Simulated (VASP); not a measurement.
A run of VASP 6.6.1 is set up as follows.

Contents of INCAR:

```
SYSTEM = PtSe2
ALGO = Normal ; EDIFF = 1E-6
EDIFFG = -0.01 ; ENCUT = 600
GGA = PE ; IBRION = 2
ISIF = 3 ; ISMEAR = -1
IVDW = 13 ; LASPH = .TRUE.
LCHARG = .FALSE. ; LREAL = .FALSE.
LWAVE = .FALSE. ; NELM = 80
NSW = 80 ; PREC = Accurate
SIGMA = 0.1
```

Contents of KPOINTS:

```
k-points
0
G
  8 8 6
  0 0 0
```

File POSCAR:

```
PtSe2
1.0
    3.7240000000      0.0000000000      0.0000000000
   -1.8620000000      3.2250786000      0.0000000000
    0.0000000000      0.0000000000      5.0620000000
Pt Se
1 2
Direct
    0.0000000000      0.0000000000      0.0000000000
    0.3333333333      0.6666666667      0.2500000000
    0.6666666667      0.3333333333      0.7500000000
```

Potentials or basis: VASP PAW PBE potentials, release 64 (Pt, Se).

Command:

```console
$ cat potpaw_PBE.64/Pt/POTCAR potpaw_PBE.64/Se/POTCAR > POTCAR
$ mpirun -np 1 vasp_std > vasp.out
```

Q: Predict the band gap on the k mesh.

A: Zero (bands 11 and 12 overlap by 0.82 eV).

Q: Predict the space group after relaxing (to 0.1 Å).

A: P-3m1 (No. 164).

Final structure:
```yaml
crystal:
  lattice:
    - [3.77458, 0.00000, 0.00000]
    - [-1.88729, 3.26889, 0.00000]
    - [0.00000, 0.00000, 4.81031]
  atoms:
    - { symbol: Pt, position: [0.00000, 0.00000, 0.00000] }
    - { symbol: Se, position: [0.33333, 0.66667, 0.26620] }
    - { symbol: Se, position: [0.66667, 0.33333, 0.73380] }
```

Caveat: spin-orbit coupling is left out, which moves the levels of the heavy elements.
